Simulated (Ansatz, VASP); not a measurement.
# Li3H2: VASP beside Ansatz

The input INCAR:

```
ALGO     = Normal         # electronic algorithm
EDIFF    = 1E-6           # SCF threshold, eV
EDIFFG   = -0.001         # ionic threshold
ENCUT    = 600            # plane-wave cutoff, eV
GGA      = PE             # functional
IBRION   = 2              # ionic algorithm
ISIF     = 3              # what is computed and relaxed
ISMEAR   = 0              # smearing method
LASPH    = True           # aspherical terms in the spheres
LCHARG   = False          # write CHGCAR
LREAL    = False          # projectors in reciprocal space
LWAVE    = False          # write WAVECAR
NELM     = 100            # most SCF steps
NSW      = 80             # ionic steps
PREC     = Accurate       # precision mode
SIGMA    = 0.1            # smearing width, eV
```

KPOINTS

```
k-points
0
Gamma
  12 12 4
```

File POSCAR:

```
Li3H2
1.0
    2.4509548123     -1.4168876347      0.0072191692
    2.4509548123      1.4168876347      0.0072191692
   -0.0363011136      0.0000000000      7.3070539294
Li H
3 2
Direct
    0.0000000000      0.0000000000      0.5000000000
    0.3329762681      0.3329762681      0.1797481126
    0.6670237319      0.6670237319      0.8202518874
    0.6664148050      0.6664148050      0.3369338679
    0.3335851950      0.3335851950      0.6630661321
```

Input for Ansatz:

```yaml
crystal:
  lattice:
    - [2.4509548123, -1.4168876347, 0.0072191692]
    - [2.4509548123, 1.4168876347, 0.0072191692]
    - [-0.0363011136, 0.0, 7.3070539294]
  atoms:
    - { symbol: Li, position: [0.0, 0.0, 0.5] }
    - { symbol: Li, position: [0.3329762681, 0.3329762681, 0.1797481126] }
    - { symbol: Li, position: [0.6670237319, 0.6670237319, 0.8202518874] }
    - { symbol: H, position: [0.666414805, 0.666414805, 0.3369338679] }
    - { symbol: H, position: [0.333585195, 0.333585195, 0.6630661321] }
basis:
  ecutwfc: 420
kpoints:
  mp_grid: { grid: [12, 12, 4] }
hamiltonian:
  xc: pbe
scf:
  occupations: { method: gaussian, width: 0.1 }
output:
  forces: true
  stress: true
  eigenvalues: true
  write_density: true
  write_potential: true
  elf: true
  volumetric_format: npy
relax:
  adjacent_minimum: "off"
  f_tol: 0.001
  max_steps: 60
  cell: { stress_tol: 0.01 }
```

Alike in both runs: task relaxation of cell and atoms; functional PBE; k mesh 12 × 12 × 4; occupations gaussian, width 0.1 eV; no spin polarisation.

|  | VASP | Ansatz |
| --- | --- | --- |
| version | VASP 6.6.1 | Ansatz 0.2.0 |
| potentials or method | VASP PAW PBE potentials, release 64 (Li_sv, H), cutoff 600 eV | scalar-relativistic, plane waves, PAW |
| valence electrons in the cell | 11 | 11 |

Ansatz gave:

| Property | Result |
| --- | --- |
| gap on the k mesh at the Fermi level, each at its own relaxed structure (eV) | none |
| relaxed volume (Å³/atom) | 10.15 |
| relaxed cell length with the largest relative difference (Å) | 7.306 |

Q: Which values does VASP return?

A: gap on the k mesh at the Fermi level, each at its own relaxed structure (eV): none; relaxed volume (Å³/atom): 10.08; relaxed cell length with the largest relative difference (Å): 7.289.

A gap of «none» marks a metal or a gap that the smearing closes.

Noted on VASP's run: the cutoff is short for stress, so the pressure is rough.
